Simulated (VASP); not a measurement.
A run of VASP 6.6.1 is set up as follows.

INCAR

```
ALGO = Normal
EDIFF = 1E-6
ENCUT = 520
GGA = PE
ISIF = 2
ISMEAR = -1
LASPH = T
LCHARG = F
LREAL = F
LWAVE = F
NBANDS = 35
NELM = 80
PREC = Accurate
SIGMA = 0.05
```

KPOINTS

```
k-points
0
Gamma
  4 4 6
```

Contents of POSCAR:

```
SnO2
1.0
    4.7771588006      0.0000000000      0.0000000000
    0.0000000000      4.7771588006      0.0000000000
    0.0000000000      0.0000000000      3.2128359050
Sn O
2 4
Direct
    0.0000000000      0.0000000000      0.0000000000
    0.5000000000      0.5000000000      0.5000000000
    0.3071000000      0.3071000000      0.0000000000
    0.1929000000      0.8071000000      0.5000000000
    0.6929000000      0.6929000000      0.0000000000
    0.8071000000      0.1929000000      0.5000000000
```

Potentials or basis: VASP PAW PBE potentials, release 64 (Sn_d, O).

The run is started by

```console
$ cat potpaw_PBE.64/Sn_d/POTCAR potpaw_PBE.64/O/POTCAR > POTCAR
$ mpirun -np 1 vasp_std > vasp.out
```

(1) Estimate the band gap on the k mesh.

(2) Predict the largest force.

(3) Estimate the pressure.

## Answers

(1) 0.99 eV, direct.

(2) 0.193 eV/Å.

(3) 6.3 GPa.

Caveat: spin-orbit coupling is left out, which moves the levels of the heavy elements.
